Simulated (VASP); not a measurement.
Runs of VASP 6.6.1 on AlRu. The structure is cubic, space group Pm-3m (No. 221). Conventional cell: a = 2.992 Å, b = 2.992 Å, c = 2.992 Å, α = 90.00°, β = 90.00°, γ = 90.00°. Al (site symmetry m-3m) has 8 Ru at 2.59 Å and 6 Al at 2.99 Å within 3.4 Å. Within 3.4 Å of Ru (site symmetry m-3m) lie 8 Al at 2.59 Å and 6 Ru at 2.99 Å. 

| task | level | potentials or basis | spin | gap on the mesh (eV) | pressure (GPa) | moment (μB) |
| --- | --- | --- | --- | --- | --- | --- |
| electric field gradients | LDA | VASP PAW LDA potentials, release 64 (Al, Ru_pv) | off | none | -7.7 | - |
| single point | PBE | VASP PAW PBE potentials, release 64 (Al, Ru_pv) | off | none | (a) | - |
| single point | PBE | VASP PAW PBE potentials, release 64 (Al, Ru_pv) | non-collinear, zero start, SOC | - | 2.5 | 0.00 |
| electric field gradients | r2SCAN | VASP PAW PBE potentials, release 64 (Al, Ru_pv) | off | none | -2.0 | - |
| electric field gradients | PBE | VASP PAW PBE potentials, release 64 (Al, Ru_pv) | non-collinear, zero start, SOC | - | 2.5 | 0.00 |

Alike in all rows: cell as given; k mesh 12 × 12 × 12; cutoff (eV) 520; smearing fermi-dirac 0.05 eV.

Question: Fill in the values left out.

Answer: (a) 2.4.

Caveats: the cell stands under tension (at least some runs); the PAW data sets were made with another functional, which shifts forces and pressure a little (at least some runs).

A k mesh can miss the band edges, and rows without SOC leave out spin-orbit coupling on Ru.

A gap of «none» marks levels without a gap at the run's occupations.
